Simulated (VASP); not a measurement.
# LiCl (Fm-3m) in VASP: a series of runs

The runs below take LiCl through single point, with PBE.

All numbers are computed with VASP 6.6.1; they aren't measurements. Logs are shortened: lines on timing, memory, paths and dates and some standing lists are left out, and cuts for length are marked.

**1. The cell of the first run**

The structure is cubic, space group Fm-3m (No. 225). The conventional cell has a = 5.200 Å, b = 5.200 Å, c = 5.200 Å, α = 90.00°, β = 90.00°, γ = 90.00°. Li (site symmetry m-3m) has 6 Cl at 2.60 Å within 3.4 Å. Within 3.4 Å of Cl (site symmetry m-3m) lie 6 Li at 2.60 Å.

**2. Single point, PBE (volume changed by +3%)**

File INCAR:

```
SYSTEM = LiCl
PREC     = Accurate       ! precision mode
ENCUT    = 520            ! plane-wave cutoff, eV
EDIFF    = 1E-6           ! SCF threshold, eV
ISMEAR   = 0              ! smearing method
SIGMA    = 0.01           ! smearing width, eV
LREAL    = .FALSE.        ! projectors in reciprocal space
LASPH    = .TRUE.         ! aspherical terms in the spheres
NELM     = 100            ! most SCF steps
ALGO     = Normal         ! electronic algorithm
ISIF     = 2              ! what is computed and relaxed
LWAVE    = .FALSE.        ! write WAVECAR
LCHARG   = .TRUE.         ! write CHGCAR
GGA      = PE             ! functional
LELF     = .TRUE.         ! ELF
LVHAR    = .TRUE.       
NBANDS   = 12             ! bands
```

File KPOINTS:

```
Automatic mesh
0
G
  8 8 8
  0 0 0
```

File POSCAR:

```
LiCl
1.0
    0.0000000000      2.6000898710      2.6000898710
    2.6000898710      0.0000000000      2.6000898710
    2.6000898710      2.6000898710      0.0000000000
Li Cl
1 1
Direct
    0.0000000000      0.0000000000      0.0000000000
    0.5000000000      0.5000000000      0.5000000000
```

Potentials or basis: VASP PAW PBE potentials, release 64 (Li_sv, Cl).

On the command line:

```console
$ cat potpaw_PBE.64/Li_sv/POTCAR potpaw_PBE.64/Cl/POTCAR > POTCAR
$ mpirun -np 1 vasp_std > vasp.out
```

OUTCAR:

```text
SYSTEM = LiCl
   PREC = Accurate
   ENCUT = 520
   EDIFF = 1E-6
   ISMEAR = 0
   LREAL = .FALSE.
   LASPH = .TRUE.
   NELM = 100
   ISIF = 2
   GGA = PE

 ion  position               nearest neighbor table
   1  0.000  0.000  0.000-   2 2.60   2 2.60   2 2.60   2 2.60   2 2.60   2 2.60
   2  0.500  0.500  0.500-   1 2.60   1 2.60   1 2.60   1 2.60   1 2.60   1 2.60

  LATTYP: Found a face centered cubic cell.
 ALAT       =     5.2001797420

  Lattice vectors:

 A1 = (   0.0000000000,   2.6000898710,   2.6000898710)
 A2 = (   2.6000898710,   0.0000000000,   2.6000898710)
 A3 = (   2.6000898710,   2.6000898710,   0.0000000000)

Analysis of symmetry for initial positions (statically):
=====================================================================
 Subroutine PRICEL returns:
 Original cell was already a primitive cell.

 Routine SETGRP: Setting up the symmetry group for a
 face centered cubic supercell.

 Subroutine GETGRP returns: Found 48 space group operations
 (whereof 48 operations were pure point group operations)
 out of a pool of 48 trial point group operations.

The static configuration has the point symmetry O_h .

Analysis of symmetry for dynamics (positions and initial velocities):
=====================================================================
 Subroutine PRICEL returns:
 Original cell was already a primitive cell.

 Routine SETGRP: Setting up the symmetry group for a
 face centered cubic supercell.

 Subroutine GETGRP returns: Found 48 space group operations
 (whereof 48 operations were pure point group operations)
 out of a pool of 48 trial point group operations.

The dynamic configuration has the point symmetry O_h .

 Subroutine INISYM returns: Found 48 space group operations
 (whereof 48 operations are pure point group operations),
 and found     1 'primitive' translations

----------------------------------------------------------------------------------------

                                     Primitive cell

  volume of cell :      35.1556

  direct lattice vectors                    reciprocal lattice vectors
     0.000000000  2.600089871  2.600089871    -0.192301045  0.192301045  0.192301045
     2.600089871  0.000000000  2.600089871     0.192301045 -0.192301045  0.192301045
     2.600089871  2.600089871  0.000000000     0.192301045  0.192301045 -0.192301045

  length of vectors
     3.677082359  3.677082359  3.677082359     0.333075181  0.333075181  0.333075181

  position of ions in fractional coordinates (direct lattice)
     0.000000000  0.000000000  0.000000000
     0.500000000  0.500000000  0.500000000

  ion indices of the primitive-cell ions
   primitive index   ion index
                 1           1
                 2           2

----------------------------------------------------------------------------------------

 KPOINTS: Automatic mesh

Automatic generation of k-mesh.
 Grid dimensions read from file:
 generate k-points for:    8    8    8

 Generating k-lattice:

  Cartesian coordinates                     Fractional coordinates (reciprocal lattice)
    -0.024037631  0.024037631  0.024037631     0.125000000  0.000000000  0.000000000
     0.024037631 -0.024037631  0.024037631     0.000000000  0.125000000  0.000000000
     0.024037631  0.024037631 -0.024037631     0.000000000  0.000000000  0.125000000

  Length of vectors
     0.041634398  0.041634398  0.041634398

  Shift w.r.t. Gamma in fractional coordinates (k-lattice)
     0.000000000  0.000000000  0.000000000

 Subroutine IBZKPT returns following result:
 ===========================================

 Found     29 irreducible k-points:

 Following reciprocal coordinates:
            Coordinates               Weight
  0.000000  0.000000  0.000000      1.000000
  0.125000  0.000000  0.000000      8.000000
  0.250000  0.000000  0.000000      8.000000
  0.375000  0.000000  0.000000      8.000000
  0.500000  0.000000  0.000000      4.000000
  0.125000  0.125000  0.000000      6.000000
[... 16 lines left out ...]
  0.500000  0.250000  0.125000     48.000000
 -0.375000  0.250000  0.125000     24.000000
 [... further k-points ...]
   k-points           NKPTS =     29   k-points in BZ     NKDIM =     29   number of bands    NBANDS=     12
   number of dos      NEDOS =    301   number of ions     NIONS =      2
   total plane-waves  NPLWV =  21952
   dimension x,y,z NGX =    28 NGY =   28 NGZ =   28
   dimension x,y,z NGXF=    56 NGYF=   56 NGZF=   56
   ions per type =               1   1
   NGX,Y,Z   is equivalent  to a cutoff of  12.66, 12.66, 12.66 a.u.
   NGXF,Y,Z  is equivalent  to a cutoff of  25.32, 25.32, 25.32 a.u.
 SYSTEM =  LiCl
   PREC   = accura    normal or accurate (medium, high low for compatibility)
   ISTART =      0    job   : 0-new  1-cont  2-samecut
   ICHARG =      2    charge: 1-file 2-atom 10-const
   ISPIN  =      1    spin polarized calculation?
   LNONCOLLINEAR =      F non collinear calculations
   LSORBIT =      F    spin-orbit coupling
   LASPH  =      T    aspherical Exc in radial PAW
   ENCUT  =  520.0 eV  38.22 Ry    6.18 a.u.   6.84  6.84  6.84*2*pi/ulx,y,z
   NELM   =    100;   NELMIN=  2; NELMDL= -5     # of ELM steps
   EDIFF  = 0.1E-05   stopping-criterion for ELM
   LREAL  =      F    real-space projection
   EDIFFG = 0.1E-04   stopping-criterion for IOM
   NSW    =      0    number of steps for IOM
   IBRION =     -1    ionic relax: 0-MD 1-quasi-New 2-CG
   NFREE  =      0    steps in history (QN), initial steepest desc. (CG)
   ISIF   =      2    stress and relaxation
   ISYM   =      2    0-nonsym 1-usesym 2-fastsym
   POTIM  = 0.5000    time-step for ionic-motion
   TEBEG  =    0.0;   TEEND  =   0.0 temperature during run
   PSTRESS=    0.0 pullay stress
   NELECT =      10.0000    total number of electrons
   NUPDOWN=      -1.0000    fix difference up-down
   EMIN   =  10.00;   EMAX   =-10.00  energy-range for DOS
   EFERMI =   0.00;   METHOD = LEGACY
   ISMEAR =     0;   SIGMA  =   0.01  broadening in eV -4-tet -1-fermi 0-gaus
   EFERMI_NEDOS =   21; number of points for ismear=-14 and -15
   IALGO  =     38    algorithm
   IMIX   =      4    mixing-type and parameters
     AMIX     =   0.40;   BMIX     =  1.00
     AMIX_MAG =   1.60;   BMIX_MAG =  1.00
  volume/ion in A,a.u.               =      17.58       118.62
  Fermi-wavevector in a.u.,A,eV,Ry     =   1.076655  2.034583 15.771676  1.159186
  Thomas-Fermi vector in A             =   2.212545
   LORBIT       =      0    0 simple, 1 ext, 2 COOP (PROOUT), +10 PAW based schemes
   GGA     = PE    functional components
   LHFCALC =     F    Hartree Fock is set to
   AEXX    =    0.0000 exact exchange contribution
   IVDW    =     0    specifies the selected vdW correction
   LEPSILON=     F    determine dielectric tensor
   LRPA    =     F    only Hartree local field effects (RPA)
 non-spin polarized calculation
 Gauss-broadening in eV      SIGMA  =   0.01
  energy-cutoff  :      520.00
  volume of cell :       35.16
 maximum number of plane-waves:       960
   NGX = 13   NGY = 13   NGZ = 13

 number of electron      10.0000012 magnetization

 Free energy of the ion-electron system (eV)
  ---------------------------------------------------
  ext. energy  EPLUGINS =         0.00000000
  ---------------------------------------------------
  free energy    TOTEN  =        -7.38337186 eV

  energy without entropy =       -7.38337186  energy(sigma->0) =       -7.38337186

 E-fermi :   0.4717     XC(G=0):  -8.5548

 val. band max:        0.2798833879   @ k =   0.0000   0.0000   0.0000
 cond. band min:       6.3914474597   @ k =   0.0000   0.0000   0.0000
 fundamental gap:      6.1115640718
 Fermi energy:         0.4717275323

 k-point     1 :       0.0000    0.0000    0.0000
  band No.  band energies     occupation
      1     -43.3194      2.00000
      2     -12.9778      2.00000
      3       0.2799      2.00000
      4       0.2799      2.00000
      5       0.2799      2.00000
      6       6.3914      0.00000
      7      12.1807      0.00000
      8      12.1807      0.00000
      9      12.1807      0.00000
     10      14.5595      0.00000
     11      14.5595      0.00000
     12      14.5596      0.00000

 k-point     2 :       0.1250    0.0000    0.0000
  band No.  band energies     occupation
      1     -43.3190      2.00000
      2     -12.9088      2.00000
      3      -0.2168      2.00000
      4       0.2418      2.00000
      5       0.2418      2.00000
      6       6.8495      0.00000
      7      11.3759      0.00000
      8      12.0504      0.00000
      9      12.0504      0.00000
     10      13.2751      0.00000
     11      13.2752      0.00000
     12      15.0234      0.00000

 k-point     3 :       0.2500    0.0000    0.0000
  band No.  band energies     occupation
      1     -43.3183      2.00000
      2     -12.7335      2.00000
      3      -1.2107      2.00000
      4       0.1546      2.00000
      5       0.1546      2.00000
      6       7.3480      0.00000
      7      10.9146      0.00000
      8      10.9146      0.00000
      9      11.0875      0.00000
     10      14.1277      0.00000
     11      14.1277      0.00000
     12      15.5723      0.00000
[... 286 lines left out ...]
 k-point    23 :       0.5000    0.2500    0.1250
  band No.  band energies     occupation
      1     -43.3172      2.00000
      2     -12.4292      2.00000
      3      -1.8951      2.00000
      4      -0.8431      2.00000
      5      -0.1753      2.00000
      6       8.5563      0.00000
      7       9.5949      0.00000
      8      10.5390      0.00000
      9      11.4570      0.00000
     10      14.5027      0.00000
     11      17.5337      0.00000
     12      17.8812      0.00000

 k-point    24 :      -0.3750    0.2500    0.1250
  band No.  band energies     occupation
      1     -43.3169      2.00000
      2     -12.3589      2.00000
      3      -2.1083      2.00000
      4      -0.9335      2.00000
      5      -0.2579      2.00000
      6       8.4036      0.00000
      7       9.5353      0.00000
      8      10.7306      0.00000
      9      11.7671      0.00000
     10      15.6164      0.00000
     11      16.1364      0.00000
     12      18.2078      0.00000

 [... further k-points ...]
[... 5 lines left out ...]
  --------------------------------------------------------------------------------------
  -------------------------------------------------------------------------------------
  Total       -0.2118928     -0.2118928     -0.2118928      0.0000000      0.0000000      0.0000000
  in kB       -9.6567654     -9.6567654     -9.6567654      0.0000000      0.0000000      0.0000000
  external PRESSURE =      -9.6567654 kB  Pullay stress =       0.0000000 kB

 VOLUME and BASIS-vectors are now :
 -----------------------------------------------------------------------------
  energy-cutoff  :      520.00
  volume of cell :       35.16
      direct lattice vectors                 reciprocal lattice vectors
     0.000000000  2.600089871  2.600089871    -0.192301045  0.192301045  0.192301045
     2.600089871  0.000000000  2.600089871     0.192301045 -0.192301045  0.192301045
     2.600089871  2.600089871  0.000000000     0.192301045  0.192301045 -0.192301045

 POSITION                                       TOTAL-FORCE (eV/Angst)
 -----------------------------------------------------------------------------------
      0.00000      0.00000      0.00000         0.000000     -0.000000     -0.000000
      2.60009      2.60009      2.60009        -0.000000      0.000000      0.000000
 -----------------------------------------------------------------------------------
    total drift:                                0.000000      0.000000      0.000000

  FREE ENERGIE OF THE ION-ELECTRON SYSTEM (eV)
  ---------------------------------------------------
  free  energy   TOTEN  =        -7.3833718556 eV

  energy  without entropy=       -7.3833718556  energy(sigma->0) =       -7.38337186
```

Wall time 7 s (1 thread of AMD EPYC 9R45 (Zen 5), shared host); peak memory 0.12 GiB.

What came out:

```
Free energy            : -7.3834 eV
Band gap on the k mesh : 6.11 eV, direct
```

Caveat: the cutoff is under 1.25 times the usual one of these potentials, so pressure, stress and relaxed cells hold a basis-set (Pulay) error. A k mesh can miss the band edges.

**3. Single point, PBE (volume changed by +6%)**

File INCAR:

```
ALGO = Normal
EDIFF = 1E-7
ENCUT = 520
GGA = PE
ISIF = 2
ISMEAR = 0
LASPH = True
LCHARG = True
LELF = True
LREAL = False
LVHAR = True
LWAVE = False
NBANDS = 12
NELM = 80
PREC = Accurate
SIGMA = 0.01
```

File KPOINTS:

```
k-points
0
Gamma
  8 8 8
```

File POSCAR:

```
LiCl
1.0
    0.0000000000      2.6250922689      2.6250922689
    2.6250922689      0.0000000000      2.6250922689
    2.6250922689      2.6250922689      0.0000000000
Li Cl
1 1
Direct
    0.0000000000      0.0000000000      0.0000000000
    0.5000000000      0.5000000000      0.5000000000
```

Potentials or basis: VASP PAW PBE potentials, release 64 (Li_sv, Cl).

On the command line:

```console
$ cat potpaw_PBE.64/Li_sv/POTCAR potpaw_PBE.64/Cl/POTCAR > POTCAR
$ mpirun -np 1 vasp_std > vasp.out
```

It took 7.8 s on 1 thread of AMD EPYC 9R45 (Zen 5), shared host; peak memory 0.12 GiB.

It converged, with:

```yaml
Free_energy: -7.3753 eV
Band_gap_on_the_k_mesh: 5.96 eV, direct
```

Levels at points of the mesh, in eV from the valence-band top:
```
           k point  band 2  band 3  band 4  band 5  band 6  band 7  band 8  band 9
(0.00, 0.00, 0.00)  -13.17    0.00    0.00    0.00    5.96   11.87   11.87   11.87
(0.50, 0.00, 0.00)  -12.68   -2.54   -0.23   -0.23    6.68    9.45    9.45   12.28
(0.50, 0.50, 0.00)  -12.48   -2.59   -0.98   -0.98    7.72    8.38   11.86   13.59
```

Caveat: the cutoff is under 1.25 times the usual one of these potentials, so pressure, stress and relaxed cells hold a basis-set (Pulay) error.
